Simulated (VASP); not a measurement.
Rh: single point with PBEsol

Crystal: Rh.

```xyz
2
Lattice="2.5262 0.0000 0.0000 -1.2631 2.3651 0.0000 0.0000 0.0000 4.4285" Properties=species:S:1:pos:R:3 pbc="T T T"
Rh    1.2631    0.7884    3.3214
Rh    0.0000    1.5767    1.1071
```

This cell differs from its parent crystal: strain -0.0750 x Voigt [1, 0, 0, 0, 0, 0].

```yaml
Program: VASP 6.6.1
Task: single point
Functional: PBEsol
Potentials_or_basis: VASP PAW PBE potentials, release 64 (Rh_pv)
Cutoff: 520 eV
k_mesh: 18 × 18 × 12
Occupations: gaussian, width 0.15 eV
Spin: no spin polarisation
Dipole_correction: no
Further_INCAR_settings: ALGO = Fast; EDIFF = 1e-06; NBANDS = 22
```

```
Pressure               : 9.6 GPa
Largest force          : 0.190 eV/Å
Band gap on the k mesh : zero (band 15 reaches 13.47 eV, above the bottom of band 16 at 10.65 eV)
```

Forces on the atoms (eV/Å):
```
Rh   0.000 -0.190  0.000
Rh   0.000  0.190  0.000
```

Stress tensor (GPa, compression positive):
```
31.69  0.00  0.00
 0.00 -1.73  0.00
 0.00  0.00 -1.22
```

Levels at points of the mesh, in eV from the Fermi level:
```csv
k point,band 12,band 13,band 14,band 15,band 16,band 17,band 18,band 19
"(0.00, 0.00, 0.00)",-2.47,-2.05,-1.88,-1.50,0.05,0.21,0.38,8.39
"(0.50, 0.00, 0.00)",-2.27,-2.01,0.50,0.73,0.97,3.53,5.84,10.94
"(0.00, 0.50, 0.00)",-2.67,-2.40,0.60,0.76,0.86,2.89,4.91,9.84
"(0.00, 0.00, 0.50)",-3.60,-2.58,-2.58,-0.57,-0.57,-0.19,-0.19,14.55
"(0.50, 0.00, 0.50)",-1.77,-0.29,-0.29,0.93,0.93,3.04,3.04,10.28
"(0.00, 0.50, 0.50)",-1.22,-0.45,-0.45,0.76,0.76,2.33,2.33,9.06
```

It took 4.4 min on 1 thread of Intel Xeon 6975P-C (shared host), peak memory 0.37 GiB.

Caveat: the cell differs from its parent crystal (strain -0.0750 x Voigt [1, 0, 0, 0, 0, 0]); the PAW data sets were made with another functional, which shifts forces and pressure a little.
